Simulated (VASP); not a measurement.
AlP:

```
Al P
1.0
     0.00000    2.73517    2.73517
     2.73517    0.00000    2.73517
     2.73517    2.73517    0.00000
Al P
1 1
Direct
  0.00000 0.00000 0.00000
  0.25000 0.25000 0.25000
```

Base run:

| Property | Result |
| --- | --- |
| Program | VASP 6.6.1 |
| Functional | PBEsol |
| Potentials or basis | VASP PAW PBE potentials, release 64 (Al, P) |
| Cutoff | 500 eV |
| k mesh | 8 × 8 × 8 |
| Occupations | gaussian, width 0.02 eV |
| Spin | no spin polarisation |

Its results: band gap on the k mesh 1.45 eV, indirect (least direct gap 3.16 eV); pressure 0.0 GPa.

**Question.** The run is repeated on the same cell with these changes: functional from PBEsol to r2SCAN; cutoff from 500 eV to 550 eV. What comes out?

**Answer.** Band gap on the k mesh 1.92 eV, indirect (least direct gap 3.95 eV); pressure 0.1 GPa.

r2SCAN gives the wider gap, since meta-GGAs in the generalised Kohn-Sham scheme recover part of the derivative discontinuity.

Caveats: the PAW data sets were made with another functional, which shifts forces and pressure a little.

A k mesh can miss the band edges.
